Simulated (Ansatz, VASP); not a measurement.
## Cr: VASP beside Ansatz

INCAR

```
PREC = Accurate
ENCUT = 520
EDIFF = 1E-7
ISMEAR = 1
SIGMA = 1.0
LREAL = False
LASPH = True
NELM = 60
ALGO = Normal
ISIF = 2
LWAVE = False
LCHARG = True
LELF = True
LVHAR = True
NBANDS = 12
```

Contents of KPOINTS:

```
Automatic mesh
0
Gamma
  16 16 16
```

POSCAR

```
Cr
1.0
   -1.3942485114      1.3942485114      1.3942485114
    1.3942485114     -1.3942485114      1.3942485114
    1.3942485114      1.3942485114     -1.3942485114
Cr
1
Direct
    0.0000000000      0.0000000000      0.0000000000
```

Input for Ansatz:

```yaml
crystal:
  lattice:
    - [-1.3942485114, 1.3942485114, 1.3942485114]
    - [1.3942485114, -1.3942485114, 1.3942485114]
    - [1.3942485114, 1.3942485114, -1.3942485114]
  atoms:
    - { symbol: Cr, position: [0.0, 0.0, 0.0] }
hamiltonian:
  xc: lda
  pseudopotentials:
    kind: paw
    azcp:
      Cr: "pseudopotentials/Cr.paw.azcp"
basis:
  ecutwfc: 420
  fft_grid_basis: typed
kpoints:
  mp_grid: { grid: [16, 16, 16], shift: [0, 0, 0] }
magnetization:
  spin_polarized: false
scf:
  occupations: { method: methfessel_paxton, width: 1.0 }
  lower_state_search: "off"
output:
  stress: true
```

Alike in both runs: task single point; functional LDA; k mesh 16 × 16 × 16; occupations methfessel-paxton of order 1, width 1 eV; no spin polarisation.

|  | VASP | Ansatz |
| --- | --- | --- |
| version | VASP 6.6.1 | Ansatz 0.2.0 |
| potentials or method | VASP PAW LDA potentials, release 64 (Cr_pv), cutoff 520 eV | plane waves (420 eV) with PAW, scalar-relativistic |
| valence electrons in the cell | 12 | 14 |

```csv
,VASP,Ansatz,Ansatz less VASP
pressure (GPa),-2.2,-2.2,-0.03
```

Ansatz warns that its potentials were made for another functional, while VASP's fit it. LDA's correlation is that of Perdew and Zunger in VASP and of Perdew and Wang (1992) in Ansatz. VASP's potentials hold 12 valence electrons a cell and Ansatz's 14, so a difference there can come from the potentials and not from the codes.
